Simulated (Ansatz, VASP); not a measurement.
# Al: VASP beside Ansatz

INCAR

```
SYSTEM = Al
PREC = Accurate ; ENCUT = 520
EDIFF = 1E-6 ; ISMEAR = 0
SIGMA = 0.15 ; LREAL = .False.
LASPH = .True. ; NELM = 60
ALGO = Normal ; ISIF = 2
LWAVE = .False. ; LCHARG = .True.
GGA = PS ; LELF = .True.
LVHAR = .True. ; NBANDS = 10
```

Contents of KPOINTS:

```
Automatic mesh
0
Gamma
  18 18 10
  0 0 0
```

File POSCAR:

```
Al
1.0
    2.6502000000      0.0000000000      0.0000000000
   -1.3251000000      2.2951405251      0.0000000000
    0.0000000000      0.0000000000      4.4157000000
Al
2
Direct
    0.6666666667      0.3333333333      0.7500000000
    0.3333333333      0.6666666667      0.2500000000
```

Input for Ansatz:

```yaml
crystal:
  lattice:
    - [2.6502, 0.0, 0.0]
    - [-1.3251, 2.2951405251, 0.0]
    - [0.0, 0.0, 4.4157]
  atoms:
    - { symbol: Al, position: [0.6666666667, 0.3333333333, 0.75] }
    - { symbol: Al, position: [0.3333333333, 0.6666666667, 0.25] }
basis:
  ecutwfc: 420
kpoints:
  mp_grid: { grid: [18, 18, 10] }
hamiltonian:
  xc: pbesol
  pseudopotentials: { kind: paw, azcp: { folder: soft_1 } }
scf:
  occupations: { method: gaussian, width: 0.15 }
output:
  forces: true
  stress: true
  eigenvalues: true
```

Alike in both runs: task single point; functional PBEsol; k mesh 18 × 18 × 10; occupations gaussian, width 0.15 eV; no spin polarisation.

|  | VASP | Ansatz |
| --- | --- | --- |
| version | VASP 6.6.1 | Ansatz 0.2.0 |
| potentials or method | VASP PAW PBE potentials, release 64 (Al), cutoff 520 eV | scalar-relativistic, plane waves, PAW |
| valence electrons in the cell | 6 | 6 |

```tsv
	VASP	Ansatz	Ansatz less VASP
gap on the k mesh at the Fermi level (eV)	none	none	-
pressure (GPa)	23.6	23.4	-0.20
traceless stress, the component that is largest in VASP (GPa)	-1.12	-1.10	+0.019
```

VASP's potentials were made for PBE, not for PBEsol, and Ansatz warns of the same on its side. A gap of «none» marks a metal or a gap that the smearing closes.
